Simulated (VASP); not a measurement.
# AlN: relaxation of cell and atoms with r2SCAN

Crystal: AlN.

```
Al N
1.0
     3.13025    0.00000    0.00000
    -1.56512    2.71087    0.00000
     0.00000    0.00000    5.01799
Al N
2 2
Direct
  0.33333 0.66667 0.99923
  0.66667 0.33333 0.49923
  0.33333 0.66667 0.38077
  0.66667 0.33333 0.88077
```

| Quantity | Value |
| --- | --- |
| Program | VASP 6.6.1 |
| Task | relaxation of cell and atoms |
| Functional | r2SCAN |
| Potentials or basis | VASP PAW PBE potentials, release 64 (Al, N) |
| Cutoff | 600 eV |
| k mesh | 12 × 12 × 6 |
| Occupations | fermi-dirac, width 0.02 eV |
| Spin | no spin polarisation |
| Dipole correction | no |
| Further INCAR settings | ALGO = Normal; EDIFF = 1e-06; IBRION = 2; EDIFFG = -0.005; NSW = 80; ISIF = 3 |

```json
{"Relaxed volume": "10.39 Å³/atom", "Relaxed cell": "a = 3.105 Å, b = 3.105 Å, c = 4.976 Å, α = 90.00°, β = 90.00°, γ = 120.00°", "Space group after relaxing (to 0.1 Å)": "P6_3mc (No. 186)", "Energy gained by relaxing": "4.0 meV/atom", "Ionic steps": "7", "Pressure after relaxing": "0.0 GPa", "Band gap on the k mesh": "4.93 eV"}
```

Step by step:
| step | energy change (eV) | largest force (eV/Å) | pressure (GPa) | volume (Å³) |
| --- | --- | --- | --- | --- |
| 1 | 0.0000 | 0.0068 | -4.96 | 42.58 |
| 2 | -0.0002 | 0.0110 | 5.26 | 40.58 |
| 3 | -0.0161 | 0.0023 | -0.08 | 41.57 |
| 4 | -0.0161 | 0.0025 | 0.03 | 41.55 |
| 5 | -0.0161 | 0.0075 | 0.03 | 41.54 |
| 6 | -0.0161 | 0.0077 | 0.03 | 41.54 |
| 7 | -0.0161 | 0.0003 | -0.02 | 41.55 |

Final structure:
```yaml
crystal:
  lattice:
    - [3.10533, 0.00000, 0.00000]
    - [-1.55266, 2.68929, 0.00000]
    - [0.00000, 0.00000, 4.97590]
  atoms:
    - { symbol: Al, position: [0.33333, 0.66667, 0.99916] }
    - { symbol: Al, position: [0.66667, 0.33333, 0.49916] }
    - { symbol: N, position: [0.33333, 0.66667, 0.38084] }
    - { symbol: N, position: [0.66667, 0.33333, 0.88084] }
```

Levels at points of the mesh, in eV from the valence-band top:
| k point | band 5 | band 6 | band 7 | band 8 | band 9 | band 10 | band 11 | band 12 |
| --- | --- | --- | --- | --- | --- | --- | --- | --- |
| (0.00, 0.00, 0.00) | -0.89 | -0.23 | -0.23 | 0.00 | 4.93 | 7.55 | 11.63 | 12.05 |
| (0.50, 0.00, 0.00) | -3.39 | -2.14 | -1.77 | -0.71 | 6.45 | 6.57 | 9.06 | 11.27 |
| (0.00, 0.00, 0.50) | -0.57 | -0.57 | -0.57 | -0.57 | 7.27 | 7.27 | 11.33 | 11.33 |
| (0.50, 0.00, 0.50) | -1.50 | -1.50 | -1.39 | -1.39 | 6.00 | 6.00 | 10.16 | 10.16 |

It took 19 min on 1 thread of Intel Xeon 8259CL (shared host), peak memory 0.21 GiB.

Caveat: the PAW data sets were made with another functional, which shifts forces and pressure a little. A k mesh can miss the band edges.
